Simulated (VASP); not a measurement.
A run of VASP 6.6.1 is set up as follows.

The input INCAR:

```
SYSTEM = BN
PREC = Accurate ; ENCUT = 520
EDIFF = 1E-6 ; ISMEAR = 0
SIGMA = 0.05 ; LREAL = .FALSE.
LASPH = .TRUE. ; NELM = 60
ALGO = Normal ; ISIF = 2
LWAVE = .FALSE. ; LCHARG = .FALSE.
GGA = CA ; NBANDS = 16
```

The input KPOINTS:

```
regular mesh
0
G
  12 12 4
  0 0 0
```

File POSCAR:

```
BN
1.0
    2.5039917043      0.0000000000      0.0000000000
   -1.2519958522      2.1685204268      0.0000000000
    0.0000000000      0.0000000000      6.6612000000
B N
2 2
Direct
    0.3333333333      0.6666666667      0.2500000000
    0.6666666667      0.3333333333      0.7500000000
    0.3045118386      0.6522559193      0.7500000000
    0.6378451720      0.3189225860      0.2500000000
```

Potentials or basis: VASP PAW LDA potentials, release 64 (B, N).

The run is started by

```console
$ cat potpaw_LDA.64/B/POTCAR potpaw_LDA.64/N/POTCAR > POTCAR
$ mpirun -np 1 vasp_std > vasp.out
```

Q: Estimate the largest force.

A: 2.810 eV/Å.

Q: What does it give for the band gap on the k mesh?

A: 4.00 eV, indirect (least direct gap 4.39 eV).

Stress tensor (GPa, compression positive):
```
-3.34  0.52  0.00
 0.52 -3.93  0.00
 0.00  0.00 -0.81
```

Caveat: the cell differs from its parent crystal (all N atoms moved +0.062 Å, as atom 3 towards its neighbour atom 2 (B) at 1.446 Å); forces of over 1 eV/Å act on the atoms, so gaps and moduli don't describe the material at rest. A k mesh can miss the band edges.
